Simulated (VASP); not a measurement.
A run of VASP 6.6.1 is set up as follows.

Contents of INCAR:

```
PREC     = Accurate       # precision mode
ENCUT    = 600            # plane-wave cutoff, eV
EDIFF    = 1E-6           # SCF threshold, eV
ISMEAR   = 0              # smearing method
SIGMA    = 0.01           # smearing width, eV
LREAL    = F              # projectors in reciprocal space
LASPH    = T              # aspherical terms in the spheres
NELM     = 120            # most SCF steps
ALGO     = Normal         # electronic algorithm
ISIF     = 2              # what is computed and relaxed
LWAVE    = F              # write WAVECAR
LCHARG   = T              # write CHGCAR
GGA      = PS             # functional
LELF     = T              # ELF
LVHAR    = T            
NBANDS   = 11             # bands
GGA_COMPAT= F
```

File KPOINTS:

```
Automatic mesh
0
Gamma
  8 8 8
```

The input POSCAR:

```
Be2C
1.0
    0.0000000000      2.1553768814      2.1553768814
    2.1553768814      0.0000000000      2.1553768814
    2.1553768814      2.1553768814      0.0000000000
Be C
2 1
Direct
    0.2500000000      0.2500000000      0.2500000000
    0.7500000000      0.7500000000      0.7500000000
    0.0000000000      0.0000000000      0.0000000000
```

Potentials or basis: VASP PAW PBE potentials, release 64 (Be, C).

Launch:

```console
$ cat potpaw_PBE.64/Be/POTCAR potpaw_PBE.64/C/POTCAR > POTCAR
$ mpirun -np 1 vasp_std > vasp.out
```

Q: What does it give for the pressure?

A: 0.6 GPa.

Q: Predict the band gap on the k mesh.

A: 1.07 eV, indirect (least direct gap 4.11 eV).

Caveat: the PAW data sets were made with another functional, which shifts forces and pressure a little. A k mesh can miss the band edges.
